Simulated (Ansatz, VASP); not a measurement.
## Ga3S2: VASP beside Ansatz

```
CELL_PARAMETERS angstrom
1.85768 3.21813 -0.00113
-5.53501 3.19603 -0.02003
0.01612 -2.15759 8.46974
ATOMIC_POSITIONS crystal
Ga 0.00019 0.00021 0.00058
Ga 0.49982 0.49999 0.00000
Ga 0.30731 0.10249 0.61554
Ga 0.80783 0.60282 0.61573
Ga 0.19225 0.39736 0.38447
Ga 0.69278 0.89731 0.38438
S 0.61327 0.20272 0.22720
S 0.11343 0.70276 0.22730
S 0.88653 0.29712 0.77225
S 0.38660 0.79721 0.77256
```

Change from the starting cell: cell x2, atoms moved at random (sigma 0.15 Å) and cell strained at random (1.5 %), then relaxed without symmetry.

Alike in both runs: functional PBE; k mesh 6 × 4 × 6; occupations gaussian, width 0.2 eV; no spin polarisation.

Ansatz relaxed the structure, and its values are those at the end. VASP's run is a single point on that final structure, the one shown.

|  | VASP | Ansatz |
| --- | --- | --- |
| version | VASP 6.6.1 | Ansatz 0.2.0 |
| potentials or method | VASP PAW PBE potentials, release 64 (Ga_d, S), cutoff 520 eV | scalar-relativistic, plane waves, PAW |
| valence electrons in the cell | 102 | 102 |

VASP gave:

| Item | Value |
| --- | --- |
| gap on the k mesh at the Fermi level (eV) | none |
| pressure (GPa) | 0.1 |
| rms of the force components (eV/Å) | 0.007 |

**Question.** What did Ansatz give for the same quantities?

**Answer.** gap on the k mesh at the Fermi level (eV): none; pressure (GPa): 0.0; rms of the force components (eV/Å): 0.003.

A gap of «none» marks a metal or a gap that the smearing closes.
